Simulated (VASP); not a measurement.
Wanted: the native input for a VASP 6.6.1 run.

* Task: relaxation of cell and atoms
* Functional: PBE
* Potentials or basis: VASP PAW PBE potentials, release 64 (Cs_sv, Mg)
* Cutoff: 600 eV
* k mesh: 4 × 4 × 4
* Occupations: gaussian, width 0.1 eV
* Spin: no spin polarisation
* Dipole correction: no
* Further INCAR settings: ALGO = Normal; EDIFF = 1e-07; IBRION = 2; EDIFFG = -0.04; NSW = 90; ISIF = 3

The structure of Cs3Mg lies in POSCAR:

```
Cs3Mg
1.0
    5.3311092103      0.0000000000      0.0000000000
    0.0000000000      5.3311092103      0.0000000000
    0.0000000000      0.0000000000      5.3311092103
Cs Mg
3 1
Direct
    0.0000000000      0.5000000000      0.5000000000
    0.5000000000      0.0000000000      0.5000000000
    0.5000000000      0.5000000000      0.0000000000
    0.0000000000      0.0000000000      0.0000000000
```

The input as run:

INCAR

```
ALGO = Normal ; EDIFF = 1E-7
EDIFFG = -0.04 ; ENCUT = 600
GGA = PE ; GGA_COMPAT = False
IBRION = 2 ; ISIF = 3
ISMEAR = 0 ; LASPH = True
LCHARG = False ; LREAL = False
LWAVE = False ; NELM = 120
NELMIN = 4 ; NSW = 90
PREC = Accurate ; SIGMA = 0.1
```

KPOINTS

```
k-points
0
Gamma
  4 4 4
```

Potentials or basis: VASP PAW PBE potentials, release 64 (Cs_sv, Mg).

Run with:

```console
$ cat potpaw_PBE.64/Cs_sv/POTCAR potpaw_PBE.64/Mg/POTCAR > POTCAR
$ mpirun -np 1 vasp_std > vasp.out
```

It gave:

- Relaxed volume: 77.56 Å³/atom
- Relaxed cell: a = 6.770 Å, b = 6.770 Å, c = 6.770 Å, α = 90.00°, β = 90.00°, γ = 90.00°
- Space group after relaxing (to 0.1 Å): Pm-3m (No. 221)
- Energy gained by relaxing: 543.4 meV/atom
- Ionic steps: 5
- Pressure after relaxing: 0.0 GPa
- Band gap on the k mesh: zero (an odd number of electrons rules out a gap without spin polarisation)

Caveat: the volume moved by over 15 % at a fixed basis, so the end points are rough; spin-orbit coupling is left out, which moves the levels of the heavy elements.

Wall time 5.7 min on 1 thread of AMD EPYC 7R13, on a shared host, peak memory 0.31 GiB.
